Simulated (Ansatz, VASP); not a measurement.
## SrCl2 in VASP and in Ansatz

```
Sr Cl
1.0
     0.00000    3.49772    3.49772
     3.49772    0.00000    3.49772
     3.49772    3.49772    0.00000
Sr Cl
1 2
Cartesian
  0.0000 0.0000 0.0000
  1.7489 1.7489 1.7489
  5.2466 5.2466 5.2466
```

Alike in both runs: task single point; functional LDA; k mesh 6 × 6 × 6; no spin polarisation.

|  | VASP | Ansatz |
| --- | --- | --- |
| version | VASP 6.6.1 | Ansatz 0.2.0 |
| potentials or method | VASP PAW LDA potentials, release 64 (Sr_sv, Cl) | plane waves, PAW |
| plane-wave cutoff (eV) | 520 | 420 |
| occupations | gaussian, width 0.01 eV | fixed |
| valence electrons in the cell | 24 | 24 |

Ansatz gave:

- gap on the k mesh at the Fermi level (eV): 4.85

What did VASP give for the same quantities?

gap on the k mesh at the Fermi level (eV): 4.86.

LDA's correlation is that of Perdew and Zunger in VASP and of Perdew and Wang (1992) in Ansatz.
